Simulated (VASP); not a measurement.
ReTeOs3, 5 atoms in the cell. It takes space group Pm-3m (No. 221, cubic). Conventional cell: a = 4.738 Å, b = 4.738 Å, c = 4.738 Å, α = 90.00°, β = 90.00°, γ = 90.00°. Within 3.1 Å of Re (site symmetry m-3m) lie 6 Os at 2.37 Å. Within 4.4 Å of Te (site symmetry m-3m) lie 12 Os at 3.35 Å and 8 Re at 4.10 Å. Within 3.1 Å of Os (site symmetry 4/mmm) lie 2 Re at 2.37 Å. 

```yaml
Program: VASP 6.6.1
Task: single point
Functional: PBE
Potentials_or_basis: VASP PAW PBE potentials, release 64 (Re, Te, Os)
Cutoff: 520 eV
k_mesh: 8 × 8 × 8
Occupations: gaussian, width 0.1 eV
Spin: no spin polarisation
Dipole_correction: no
Further_INCAR_settings: ALGO = Normal; EDIFF = 1e-06; NBANDS = 26
```

Potentials or basis: VASP PAW PBE potentials, release 64 (Re, Te, Os).

Command:

```sh
$ cat potpaw_PBE.64/Re/POTCAR potpaw_PBE.64/Te/POTCAR potpaw_PBE.64/Os/POTCAR > POTCAR
$ mpirun -np 1 vasp_std > vasp.out
```

Hardware: 1 thread of Intel(R) Xeon(R) Platinum 8259CL CPU @ 2.50GHz (Skylake/Cascade Lake) (shared host).

Q: Estimate the wall time of this run.

A: Wall time 2.3 min on 1 thread of Intel(R) Xeon(R) Platinum 8259CL CPU @ 2.50GHz (Skylake/Cascade Lake), with other jobs on the host, peak memory 0.27 GiB. Counts: scf iterations 20, k points 35.
